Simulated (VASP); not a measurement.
# C in VASP: single point with PBE+D3(BJ)

Aim: the single point of C with PBE+D3(BJ).

Everything below comes from runs of VASP 6.6.1. Logs are shortened: lines on timing, memory, paths and dates and some standing lists are left out, and cuts for length are marked.

### Step 1. The cell of the first run

The cell holds a slab with vacuum, 4 atoms: a = 2.465 Å, b = 2.465 Å, c = 23.922 Å, α = 90.00°, β = 90.00°, γ = 120.00°.

### Step 2. Single point, PBE+D3(BJ) (atom 1 (C) moved +0.080 Å along Cartesian [1 1 0])

Input file INCAR:

```
PREC = Accurate
ENCUT = 600
EDIFF = 1E-6
ISMEAR = 0
SIGMA = 0.15
LREAL = False
LASPH = True
NELM = 120
ALGO = Normal
ISIF = 2
LWAVE = False
LCHARG = True
GGA = PE
IVDW = 12
LELF = True
LVHAR = True
NBANDS = 16
GGA_COMPAT = False
```

Input file KPOINTS:

```
Automatic mesh
0
Gamma
  24 24 2
```

Input file POSCAR:

```
C
1.0
    2.4652678561      0.0000000000      0.0000000000
   -1.2326339280      2.1349845905      0.0000000000
    0.0000000000      0.0000000000     23.9222939139
C
4
Direct
    0.0361942032      0.0264959957      0.5711557753
    0.0000000000      0.0000000000      0.4288442247
    0.3333333333      0.6666666667      0.4288237756
    0.6666666667      0.3333333333      0.5711762244
```

Potentials or basis: VASP PAW PBE potentials, release 64 (C).

Launch:

```sh
$ cat potpaw_PBE.64/C/POTCAR > POTCAR
$ mpirun -np 1 vasp_std > vasp.out
```

OUTCAR:

```text
PREC = Accurate
   ENCUT = 600
   EDIFF = 1E-6
   ISMEAR = 0
   LREAL = False
   LASPH = True
   NELM = 120
   ISIF = 2
   GGA = PE
   IVDW = 12
 IVDW          = 12

 ion  position               nearest neighbor table
   1  0.036  0.026  0.571-   4 1.35   4 1.45   4 1.48
   2  0.000  0.000  0.429-   3 1.42   3 1.42   3 1.42
   3  0.333  0.667  0.429-   2 1.42   2 1.42   2 1.42
   4  0.667  0.333  0.571-   1 1.35   1 1.45   1 1.48

  LATTYP: Found a hexagonal cell.
 ALAT       =     2.4652678561
 C/A-ratio  =     9.7037301057

  Lattice vectors:

 A1 = (   2.4652678561,   0.0000000000,   0.0000000000)
 A2 = (  -1.2326339280,   2.1349845905,   0.0000000000)
 A3 = (   0.0000000000,   0.0000000000,  23.9222939139)

Analysis of symmetry for initial positions (statically):
=====================================================================
 Subroutine PRICEL returns:
 Original cell was already a primitive cell.

 Routine SETGRP: Setting up the symmetry group for a
 hexagonal supercell.

 Subroutine GETGRP returns: Found  1 space group operations
 (whereof  1 operations were pure point group operations)
 out of a pool of 24 trial point group operations.

The static configuration has the point symmetry C_1 .

Analysis of symmetry for dynamics (positions and initial velocities):
=====================================================================
 Subroutine PRICEL returns:
 Original cell was already a primitive cell.

 Routine SETGRP: Setting up the symmetry group for a
 hexagonal supercell.

 Subroutine GETGRP returns: Found  1 space group operations
 (whereof  1 operations were pure point group operations)
 out of a pool of 24 trial point group operations.

The dynamic configuration has the point symmetry C_1 .

 Subroutine INISYM returns: Found  1 space group operations
 (whereof  1 operations are pure point group operations),
 and found     1 'primitive' translations

----------------------------------------------------------------------------------------

                                     Primitive cell

  volume of cell :     125.9104

  direct lattice vectors                    reciprocal lattice vectors
     2.465267856  0.000000000  0.000000000     0.405635435  0.234193728  0.000000000
    -1.232633928  2.134984590  0.000000000     0.000000000  0.468387456  0.000000000
     0.000000000  0.000000000 23.922293914     0.000000000  0.000000000  0.041802011

  length of vectors
     2.465267856  2.465267856 23.922293914     0.468387456  0.468387456  0.041802011

  position of ions in fractional coordinates (direct lattice)
     0.036194203  0.026495996  0.571155775
     0.000000000  0.000000000  0.428844225
     0.333333333  0.666666667  0.428823776
     0.666666667  0.333333333  0.571176224

  ion indices of the primitive-cell ions
   primitive index   ion index
                 1           1
                 2           2
                 3           3
                 4           4

----------------------------------------------------------------------------------------

 KPOINTS: Automatic mesh

Automatic generation of k-mesh.
 Grid dimensions read from file:
 generate k-points for:   24   24    2

 Generating k-lattice:

  Cartesian coordinates                     Fractional coordinates (reciprocal lattice)
     0.016901476  0.009758072  0.000000000     0.041666667  0.000000000  0.000000000
     0.000000000  0.019516144  0.000000000     0.000000000  0.041666667  0.000000000
     0.000000000  0.000000000  0.020901006     0.000000000  0.000000000  0.500000000

  Length of vectors
     0.019516144  0.019516144  0.020901006

  Shift w.r.t. Gamma in fractional coordinates (k-lattice)
     0.000000000  0.000000000  0.000000000

 Subroutine IBZKPT returns following result:
 ===========================================

 Found    580 irreducible k-points:

 Following reciprocal coordinates:
            Coordinates               Weight
  0.000000  0.000000  0.000000      1.000000
  0.041667 -0.000000  0.000000      2.000000
  0.000000  0.041667  0.000000      2.000000
 -0.041667  0.041667  0.000000      2.000000
  0.083333 -0.000000  0.000000      2.000000
  0.000000  0.083333  0.000000      2.000000
[... 16 lines left out ...]
  0.333333 -0.000000  0.000000      2.000000
  0.000000  0.333333  0.000000      2.000000
 [... further k-points ...]
   k-points           NKPTS =    580   k-points in BZ     NKDIM =    580   number of bands    NBANDS=     16
   number of dos      NEDOS =    301   number of ions     NIONS =      4
   total plane-waves  NPLWV =  76800
   dimension x,y,z NGX =    20 NGY =   20 NGZ =  192
   dimension x,y,z NGXF=    40 NGYF=   40 NGZF=  384
   ions per type =               4
   NGX,Y,Z   is equivalent  to a cutoff of  13.49, 13.49, 13.34 a.u.
   NGXF,Y,Z  is equivalent  to a cutoff of  26.97, 26.97, 26.69 a.u.
 SYSTEM =  unknown system
   PREC   = accura    normal or accurate (medium, high low for compatibility)
   ISTART =      0    job   : 0-new  1-cont  2-samecut
   ICHARG =      2    charge: 1-file 2-atom 10-const
   ISPIN  =      1    spin polarized calculation?
   LNONCOLLINEAR =      F non collinear calculations
   LSORBIT =      F    spin-orbit coupling
   LASPH  =      T    aspherical Exc in radial PAW
   ENCUT  =  600.0 eV  44.10 Ry    6.64 a.u.   4.92  4.92 47.78*2*pi/ulx,y,z
   NELM   =    120;   NELMIN=  2; NELMDL= -5     # of ELM steps
   EDIFF  = 0.1E-05   stopping-criterion for ELM
   LREAL  =      F    real-space projection
[... 7 lines left out ...]
   TEBEG  =    0.0;   TEEND  =   0.0 temperature during run
   PSTRESS=    0.0 pullay stress
   NELECT =      16.0000    total number of electrons
   NUPDOWN=      -1.0000    fix difference up-down
   EMIN   =  10.00;   EMAX   =-10.00  energy-range for DOS
   EFERMI =   0.00;   METHOD = LEGACY
   ISMEAR =     0;   SIGMA  =   0.15  broadening in eV -4-tet -1-fermi 0-gaus
   EFERMI_NEDOS =   21; number of points for ismear=-14 and -15
   IALGO  =     38    algorithm
   IMIX   =      4    mixing-type and parameters
     AMIX     =   0.40;   BMIX     =  1.00
     AMIX_MAG =   1.60;   BMIX_MAG =  1.00
  volume/ion in A,a.u.               =      31.48       212.42
  Fermi-wavevector in a.u.,A,eV,Ry     =   0.823053  1.555344  9.216799  0.677416
  Thomas-Fermi vector in A             =   1.934495
   LORBIT       =      0    0 simple, 1 ext, 2 COOP (PROOUT), +10 PAW based schemes
   GGA     = PE    functional components
   LHFCALC =     F    Hartree Fock is set to
   AEXX    =    0.0000 exact exchange contribution
   IVDW    =    12    specifies the selected vdW correction
   LEPSILON=     F    determine dielectric tensor
   LRPA    =     F    only Hartree local field effects (RPA)
 non-spin polarized calculation
 Gauss-broadening in eV      SIGMA  =   0.15
  energy-cutoff  :      600.00
  volume of cell :      125.91
 maximum number of plane-waves:      4281
   NGX =  9   NGY =  9   NGZ = 95

 number of electron      15.9999999 magnetization

 Free energy of the ion-electron system (eV)
  ---------------------------------------------------
  ext. energy  EPLUGINS =         0.00000000
  ---------------------------------------------------
  free energy    TOTEN  =       -36.70944099 eV

  energy without entropy =      -36.70879874  energy(sigma->0) =      -36.70911987

 E-fermi :  -1.7694     XC(G=0):  -3.2801

 val. band max:       -1.7712225244   @ k =   0.3333   0.3333   0.0000
 cond. band min:      -1.7674670272   @ k =   0.3333   0.3333   0.5000
 fundamental gap:      0.0037554972
 Fermi energy:        -1.7693661524

 k-point     1 :       0.0000    0.0000    0.0000
  band No.  band energies     occupation
      1     -21.3427      2.00000
      2     -21.2080      2.00000
      3      -9.8170      2.00000
      4      -8.9150      2.00000
      5      -5.9159      2.00000
      6      -4.7960      2.00000
[... 8 lines left out ...]
     15       5.1366      0.00000
     16       5.1908      0.00000

 k-point     2 :       0.0417   -0.0000    0.0000
  band No.  band energies     occupation
      1     -21.3018      2.00000
      2     -21.1674      2.00000
      3      -9.7668      2.00000
      4      -8.8663      2.00000
      5      -6.0526      2.00000
      6      -4.9651      2.00000
[... 8 lines left out ...]
     15       5.2409      0.00000
     16       5.2496      0.00000

 k-point     3 :       0.0000    0.0417    0.0000
  band No.  band energies     occupation
      1     -21.3015      2.00000
      2     -21.1670      2.00000
      3      -9.7678      2.00000
      4      -8.8674      2.00000
      5      -5.9981      2.00000
      6      -4.9653      2.00000
[... 8 lines left out ...]
     15       5.2011      0.00000
     16       5.2511      0.00000

 k-point     4 :      -0.0417    0.0417    0.0000
  band No.  band energies     occupation
      1     -21.3015      2.00000
      2     -21.1671      2.00000
      3      -9.7675      2.00000
      4      -8.8671      2.00000
      5      -6.0196      2.00000
      6      -4.9652      2.00000
[... 8 lines left out ...]
     15       5.1976      0.00000
     16       5.2496      0.00000

 k-point     5 :       0.0833   -0.0000    0.0000
  band No.  band energies     occupation
      1     -21.1789      2.00000
      2     -21.0458      2.00000
      3      -9.6165      2.00000
      4      -8.7201      2.00000
      5      -6.4478      2.00000
      6      -5.4472      2.00000
[... 8 lines left out ...]
     15       5.4141      0.00000
     16       5.8281      0.00000

 k-point     6 :       0.0000    0.0833    0.0000
  band No.  band energies     occupation
      1     -21.1777      2.00000
      2     -21.0442      2.00000
      3      -9.6204      2.00000
      4      -8.7248      2.00000
      5      -6.2383      2.00000
      6      -5.4474      2.00000
[... 8 lines left out ...]
     15       5.3775      0.00000
     16       5.4367      0.00000

 k-point     7 :      -0.0833    0.0833    0.0000
  band No.  band energies     occupation
      1     -21.1780      2.00000
      2     -21.0447      2.00000
      3      -9.6192      2.00000
      4      -8.7234      2.00000
      5      -6.3239      2.00000
      6      -5.4473      2.00000
[... 8 lines left out ...]
     15       5.3711      0.00000
     16       5.4280      0.00000

 k-point     8 :       0.1250   -0.0000    0.0000
  band No.  band energies     occupation
      1     -20.9746      2.00000
      2     -20.8435      2.00000
      3      -9.3668      2.00000
      4      -8.4774      2.00000
      5      -7.0623      2.00000
      6      -6.1788      2.00000
[... 8 lines left out ...]
     15       5.6929      0.00000
     16       6.6283      0.00000

 k-point     9 :       0.0000    0.1250    0.0000
  band No.  band energies     occupation
      1     -20.9718      2.00000
      2     -20.8400      2.00000
      3      -9.3758      2.00000
      4      -8.4885      2.00000
      5      -6.6288      2.00000
      6      -6.1790      2.00000
[... 8 lines left out ...]
     15       5.6405      0.00000
     16       5.7219      0.00000
[... 172 lines left out ...]
 k-point    19 :      -0.2500    0.2500    0.0000
  band No.  band energies     occupation
      1     -19.8723      2.00000
      2     -19.7500      2.00000
      3      -9.2855      2.00000
      4      -9.1826      2.00000
      5      -8.0703      2.00000
      6      -7.2310      2.00000
[... 8 lines left out ...]
     15       5.7220      0.00000
     16       5.8360      0.00000

 k-point    20 :       0.2917   -0.0000    0.0000
  band No.  band energies     occupation
      1     -19.3598      2.00000
      2     -19.2418      2.00000
      3     -10.7486      2.00000
      4     -10.2897      2.00000
      5      -7.4162      2.00000
      6      -7.2018      2.00000
[... 8 lines left out ...]
     15       6.1507      0.00000
     16       6.3874      0.00000

 k-point    21 :       0.0000    0.2917    0.0000
  band No.  band energies     occupation
      1     -19.3453      2.00000
      2     -19.2268      2.00000
      3     -10.2935      2.00000
      4     -10.0235      2.00000
      5      -7.5176      2.00000
      6      -7.4827      2.00000
[... 8 lines left out ...]
     15       6.0726      0.00000
     16       6.1604      0.00000

 k-point    22 :      -0.2917    0.2917    0.0000
  band No.  band energies     occupation
      1     -19.3488      2.00000
      2     -19.2311      2.00000
      3     -10.3292      2.00000
      4     -10.2752      2.00000
      5      -7.4635      2.00000
      6      -7.2027      2.00000
[... 8 lines left out ...]
     15       6.0695      0.00000
     16       6.1587      0.00000

 k-point    23 :       0.3333   -0.0000    0.0000
  band No.  band energies     occupation
      1     -18.7645      2.00000
      2     -18.6502      2.00000
      3     -11.7810      2.00000
      4     -11.3893      2.00000
      5      -7.5410      2.00000
      6      -6.9526      2.00000
[... 8 lines left out ...]
     15       6.3165      0.00000
     16       6.9778      0.00000

 k-point    24 :       0.0000    0.3333    0.0000
  band No.  band energies     occupation
      1     -18.7474      2.00000
      2     -18.6343      2.00000
      3     -11.3946      2.00000
      4     -11.1181      2.00000
      5      -7.8648      2.00000
      6      -7.5403      2.00000
[... 8 lines left out ...]
     15       6.2457      0.00000
     16       6.9800      0.00000

 [... further k-points ...]

------------------------ aborting loop because EDIFF is reached ----------------------------------------

 Edisp (eV)   -0.47421

 E8    (eV) :    -0.1418

  FORCE on cell =-STRESS in cart. coord.  units (eV):
  Direction    XX          YY          ZZ          XY          YZ          ZX
  --------------------------------------------------------------------------------------
  -------------------------------------------------------------------------------------
  Total       1.23105    -0.13546    -0.06643     0.75216     0.00019     0.00329
  in kB      15.66484    -1.72373    -0.84528     9.57104     0.00240     0.04186
  external pressure =        4.37 kB  Pullay stress =        0.00 kB

 VOLUME and BASIS-vectors are now :
 -----------------------------------------------------------------------------
  energy-cutoff  :      600.00
  volume of cell :      125.91
      direct lattice vectors                 reciprocal lattice vectors
     2.465267856  0.000000000  0.000000000     0.405635435  0.234193728  0.000000000
    -1.232633928  2.134984590  0.000000000     0.000000000  0.468387456  0.000000000
     0.000000000  0.000000000 23.922293914     0.000000000  0.000000000  0.041802011

 POSITION                                       TOTAL-FORCE (eV/Angst)
 -----------------------------------------------------------------------------------
      0.05657      0.05657     13.66336        -3.470777     -3.059914      0.004047
      0.00000      0.00000     10.25894        -0.003799     -0.003174     -0.004046
     -0.00000      1.42332     10.25845         0.003344      0.003580      0.001284
      1.23263      0.71166     13.66385         3.471233      3.059508     -0.001285
 -----------------------------------------------------------------------------------
    total drift:                               -0.000007     -0.000047      0.000097

  FREE ENERGIE OF THE ION-ELECTRON SYSTEM (eV)
  ---------------------------------------------------
  free  energy   TOTEN  =       -37.1836551100 eV

  energy  without entropy=      -37.1830128620  energy(sigma->0) =      -37.18333399
```

Wall time 19 min (1 thread of Intel Xeon 6975P-C (Granite Rapids), shared host); peak memory 1.1 GiB.

What came out:

* Free energy: -37.1837 eV
* Largest force: 4.627 eV/Å
* Dispersion energy per atom: -0.119 eV

Forces in eV/Å, atoms in the order of the input:
```
C   -3.471 -3.060  0.004
C   -0.004 -0.003 -0.004
C    0.003  0.004  0.001
C    3.471  3.060 -0.001
```

Levels at points of the mesh, in eV from the Fermi level:
```tsv
k point	band 4	band 5	band 6	band 7	band 8	band 9	band 10	band 11	band 12	band 13
(0.00, 0.00, 0.00)	-7.15	-4.15	-3.03	-3.03	-1.77	3.44	3.81	4.36	5.11	5.52
(0.50, 0.00, 0.00)	-13.23	-6.41	-5.90	-2.42	-1.73	0.82	1.75	7.36	7.67	11.16
(0.00, 0.50, 0.00)	-12.73	-6.72	-6.41	-2.80	-2.32	1.68	2.43	7.06	7.41	11.18
(0.50, 0.50, 0.00)	-13.01	-6.42	-6.39	-2.63	-2.27	1.64	2.07	7.02	7.41	11.19
(0.00, 0.00, 0.50)	-7.15	-4.15	-3.03	-3.03	-1.77	3.44	3.79	4.43	4.92	5.94
(0.50, 0.00, 0.50)	-13.23	-6.41	-5.90	-2.42	-1.73	0.82	1.75	7.36	7.67	11.16
(0.00, 0.50, 0.50)	-12.73	-6.72	-6.41	-2.80	-2.32	1.68	2.43	7.06	7.41	11.18
(0.50, 0.50, 0.50)	-13.01	-6.42	-6.39	-2.63	-2.27	1.64	2.07	7.02	7.41	11.19
```

Caveat: the cell differs from its parent crystal (atom 1 (C) moved +0.080 Å along Cartesian [1 1 0]).
